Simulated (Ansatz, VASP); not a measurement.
**Two plane-wave programs on W**

```
W
1.0
    -1.58500    1.58500    1.58500
     1.58500   -1.58500    1.58500
     1.58500    1.58500   -1.58500
W
1
Cartesian
  0.0000 0.0000 0.0000
```

Alike in both runs: task relaxation of cell and atoms; functional LDA; k mesh 24 × 24 × 24; occupations gaussian, width 0.1 eV; no spin polarisation.

|  | VASP | Ansatz |
| --- | --- | --- |
| version | VASP 6.6.1 | Ansatz 0.2.0 |
| potentials or method | VASP PAW LDA potentials, release 64 (W_sv) | scalar-relativistic, plane waves, PAW |
| plane-wave cutoff (eV) | 600 | 420 |
| valence electrons in the cell | 14 | 14 |

Ansatz gave:

| Property | Result |
| --- | --- |
| gap on the k mesh at the Fermi level, each at its own relaxed structure (eV) | none |
| relaxed volume (Å³/atom) | 15.41 |
| relaxed cell length with the largest relative difference (Å) | 2.715 |

Q: What did VASP give for the same quantities?

A: gap on the k mesh at the Fermi level, each at its own relaxed structure (eV): none; relaxed volume (Å³/atom): 15.50; relaxed cell length with the largest relative difference (Å): 2.720.

LDA's correlation is that of Perdew and Zunger in VASP and of Perdew and Wang (1992) in Ansatz. A gap of «none» marks a metal or a gap that the smearing closes.

Neither program's run includes spin-orbit coupling.
